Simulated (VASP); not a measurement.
Runs of VASP 6.6.1 on HfB2. The structure is that of space group P6/mmm (No. 191), or close to it. The cells are those of the table. 

| cell | gap on the mesh (eV) | pressure (GPa) | largest force (eV/Å) |
| --- | --- | --- | --- |
| a = 3.140, b = 3.167, c = 3.480 Å, angles 90.4, 91.1, 120.9°, 3 atoms | none | 1.4 | 0.03 |
| a = 3.140, b = 3.126, c = 3.480 Å, angles 89.8, 89.4, 119.6°, 3 atoms | none | 1.1 | 0.01 |
| a = 3.140, b = 3.113, c = 3.480 Å, angles 89.6, 88.8, 119.1°, 3 atoms | none | 1.3 | 0.02 |
| a = 3.140, b = 3.154, c = 3.480 Å, angles 90.2, 90.6, 120.4°, 3 atoms | none | 1.1 | 0.01 |
| a = 3.141, b = 3.099, c = 3.481 Å, angles 89.4, 88.3, 118.7°, 3 atoms | none | (a) | 0.03 |

Alike in all rows: task single point; level PBE; potentials or basis VASP PAW PBE potentials, release 64 (Hf_pv, B); no spin polarisation; k mesh 13 × 13 × 11; cutoff (eV) 520; smearing fermi-dirac 0.05 eV.

Task: Estimate the missing entries.

Result: (a) 1.8.

Caveats: spin-orbit coupling is left out, which moves the levels of the heavy elements.

A k mesh can miss the band edges, and the runs leave out spin-orbit coupling on Hf.

A gap of «none» marks levels without a gap at the run's occupations.
